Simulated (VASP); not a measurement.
A run of VASP 6.6.1 is set up as follows.

File POSCAR:

```
SiNi3
1.0
    3.4656256403      0.0000000000      0.0000000000
    0.0000000000      3.4656256403      0.0000000000
    0.0000000000      0.0000000000      3.4656256403
Ni Si
3 1
Direct
    0.0000000000      0.5000000000      0.5000000000
    0.5000000000      0.0000000000      0.5000000000
    0.5000000000      0.5000000000      0.0000000000
    0.0000000000      0.0000000000      0.0000000000
```

Contents of INCAR.step1:

```
SYSTEM = SiNi3
ALGO     = Normal         ! electronic algorithm
EDIFF    = 1E-6           ! SCF threshold, eV
ENCUT    = 520            ! plane-wave cutoff, eV
GGA      = PE             ! functional
GGA_COMPAT= .FALSE.      
ISIF     = 2              ! what is computed and relaxed
ISMEAR   = 0              ! smearing method
IVDW     = 12             ! dispersion correction
LASPH    = .TRUE.         ! aspherical terms in the spheres
LCHARG   = .TRUE.         ! write CHGCAR
LMAXMIX  = 4              ! l up to which the mixer works
LORBIT   = 11             ! projections on sites
LREAL    = .FALSE.        ! projectors in reciprocal space
LWAVE    = .FALSE.        ! write WAVECAR
NBANDS   = 25             ! bands
NEDOS    = 2001           ! points of the DOS
NELM     = 120            ! most SCF steps
PREC     = Accurate       ! precision mode
SIGMA    = 0.1            ! smearing width, eV
```

Contents of KPOINTS.step1:

```
k-points
0
G
  12 12 12
  0 0 0
```

File INCAR.step2:

```
SYSTEM = SiNi3
ALGO     = Normal         ! electronic algorithm
EDIFF    = 1E-6           ! SCF threshold, eV
ENCUT    = 520            ! plane-wave cutoff, eV
GGA      = PE             ! functional
GGA_COMPAT= .FALSE.      
ICHARG   = 11             ! starting density
ISIF     = 2              ! what is computed and relaxed
ISMEAR   = -5             ! smearing method
IVDW     = 12             ! dispersion correction
LASPH    = .TRUE.         ! aspherical terms in the spheres
LCHARG   = .FALSE.        ! write CHGCAR
LMAXMIX  = 4              ! l up to which the mixer works
LORBIT   = 11             ! projections on sites
LREAL    = .FALSE.        ! projectors in reciprocal space
LWAVE    = .FALSE.        ! write WAVECAR
NBANDS   = 25             ! bands
NEDOS    = 1001           ! points of the DOS
NELM     = 120            ! most SCF steps
PREC     = Accurate       ! precision mode
SIGMA    = 0.1            ! smearing width, eV
```

File KPOINTS.step2:

```
k-points
0
G
  18 18 18
  0 0 0
```

Potentials or basis: VASP PAW PBE potentials, release 64 (Ni, Si).

Command:

```sh
$ cat potpaw_PBE.64/Ni/POTCAR potpaw_PBE.64/Si/POTCAR > POTCAR
$ cp INCAR.step1 INCAR
$ cp KPOINTS.step1 KPOINTS
$ mpirun -np 1 vasp_std > vasp.out
$ cp INCAR.step2 INCAR
$ cp KPOINTS.step2 KPOINTS
$ mpirun -np 1 vasp_std > vasp.out
```

Q: Predict the dispersion energy per atom.

A: -0.512 eV.

Spin polarisation is off, so any magnetic state and its effect on volume and gap are missing.
